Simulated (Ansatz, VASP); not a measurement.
One calculation of Ti, two programs

INCAR

```
PREC = Accurate ; ENCUT = 520
EDIFF = 1E-6 ; ISMEAR = 0
SIGMA = 0.15 ; LREAL = False
LASPH = True ; NELM = 60
ALGO = Fast ; ISIF = 2
LWAVE = False ; LCHARG = False
GGA = PE ; NBANDS = 19
```

The input KPOINTS:

```
Automatic mesh
0
Gamma
  18 18 10
```

File POSCAR:

```
Ti
1.0
    2.9382568838      0.0000000000      0.0000000000
   -1.4691284419      2.5446051042      0.0000000000
    0.0000000000      0.0000000000      4.6505573013
Ti
2
Direct
    0.3078079954      0.6666666667      0.2158105492
    0.6921920046      0.3333333333      0.7841894508
```

Input for Ansatz:

```yaml
crystal:
  lattice:
    - [2.9382568838, 0.0, 0.0]
    - [-1.4691284419, 2.5446051042, 0.0]
    - [0.0, 0.0, 4.6505573013]
  atoms:
    - { symbol: Ti, position: [0.3078079954, 0.6666666667, 0.2158105492] }
    - { symbol: Ti, position: [0.6921920046, 0.3333333333, 0.7841894508] }
basis:
  ecutwfc: 520.0
kpoints:
  mp_grid: { grid: [18, 18, 10] }
hamiltonian:
  xc: pbe
  pseudopotentials: { kind: paw, azcp: { folder: soft_1 } }
scf:
  occupations: { method: gaussian, width: 0.15 }
output:
  forces: true
  stress: true
  eigenvalues: true
```

Change from the starting cell: mode 4 frozen in at -0.075 Å and mode 6 at -0.159 Å (largest displacements).

Alike in both runs: task single point; functional PBE; k mesh 18 × 18 × 10; occupations gaussian, width 0.15 eV; no spin polarisation.

|  | VASP | Ansatz |
| --- | --- | --- |
| version | VASP 6.6.1 | Ansatz 0.2.0 |
| potentials or method | VASP PAW PBE potentials, release 64 (Ti_sv), cutoff 520 eV | scalar-relativistic, plane waves, PAW |
| valence electrons in the cell | 24 | 24 |

Ansatz gave:

| Quantity | Value |
| --- | --- |
| gap on the k mesh at the Fermi level (eV) | none |
| pressure (GPa) | 4.5 |
| traceless stress, the component that is largest in VASP (GPa) | 3.12 |
| rms of the force components (eV/Å) | 1.053 |

What did VASP give for the same quantities?

gap on the k mesh at the Fermi level (eV): none; pressure (GPa): 3.8; traceless stress, the component that is largest in VASP (GPa): 3.15; rms of the force components (eV/Å): 1.051.

Atom by atom the forces differ by 0.003 eV/Å (rms over components). A gap of «none» marks a metal or a gap that the smearing closes. With one functional, cell and mesh, what is left measures potentials, basis and numerics.
